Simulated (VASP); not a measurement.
AlN:

```
Al N
1.0
     3.13362    0.00000    0.00000
    -1.56681    2.71379    0.00000
     0.00000    0.00000    5.01399
Al N
2 2
Direct
  0.66667 0.33333 0.50000
  0.33333 0.66667 0.00000
  0.66667 0.33333 0.88000
  0.33333 0.66667 0.38000
```

Base run:

```yaml
Program: VASP 6.6.1
Functional: BLYP
Potentials_or_basis: VASP PAW PBE potentials, release 64 (Al, N)
Cutoff: 520 eV
k_mesh: 10 × 10 × 6
Occupations: fermi-dirac, width 0.05 eV
Spin: no spin polarisation
```

Its results: band gap on the k mesh 4.33 eV, direct; pressure 3.0 GPa; largest force 0.100 eV/Å.

Q: The run is repeated on the same cell with these changes: functional from BLYP to PBE; dispersion from none to D4. What comes out?

A: Band gap on the k mesh 4.05 eV, direct; pressure -5.0 GPa; largest force 0.113 eV/Å.

Several settings changed at once, so the effect can't be laid on one alone.

Caveats: the PAW data sets were made with another functional, which shifts forces and pressure a little (some runs).

A k mesh can miss the band edges.
